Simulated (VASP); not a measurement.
## MgS: single point with r2SCAN+D3(BJ)

The system is MgS.

```
Mg S
1.0
     0.00000    2.81730    2.81730
     2.81730    0.00000    2.81730
     2.81730    2.81730    0.00000
Mg S
1 1
Direct
  0.00000 0.00000 0.00000
  0.25000 0.25000 0.25000
```

```yaml
Program: VASP 6.6.1
Task: single point
Functional: r2SCAN
Dispersion: D3(BJ)
Potentials_or_basis: VASP PAW PBE potentials, release 64 (Mg, S)
Cutoff: 520 eV
k_mesh: 8 × 8 × 8
Occupations: gaussian, width 0.02 eV
Spin: no spin polarisation
```

```
Pressure                   : -0.3 GPa
Band gap on the k mesh     : 4.21 eV
Dispersion energy per atom : -0.132 eV
```

Levels at points of the mesh, in eV from the valence-band top:
```
           k point  band 1  band 2  band 3  band 4  band 5  band 6  band 7  band 8
(0.00, 0.00, 0.00)  -11.79    0.00    0.00    0.00    4.21    8.63    8.63    8.63
(0.50, 0.00, 0.00)  -11.07   -3.20   -0.34   -0.34    5.85    8.23    8.23    9.34
(0.50, 0.50, 0.00)  -10.84   -2.86   -1.07   -1.07    4.31    6.28   12.28   13.40
```

It took 69 s on 1 thread of Intel(R) Xeon(R) Platinum 8259CL CPU @ 2.50GHz (Skylake/Cascade Lake) (shared host), peak memory 0.18 GiB.

Caveat: the PAW data sets were made with another functional, which shifts forces and pressure a little. A k mesh can miss the band edges.
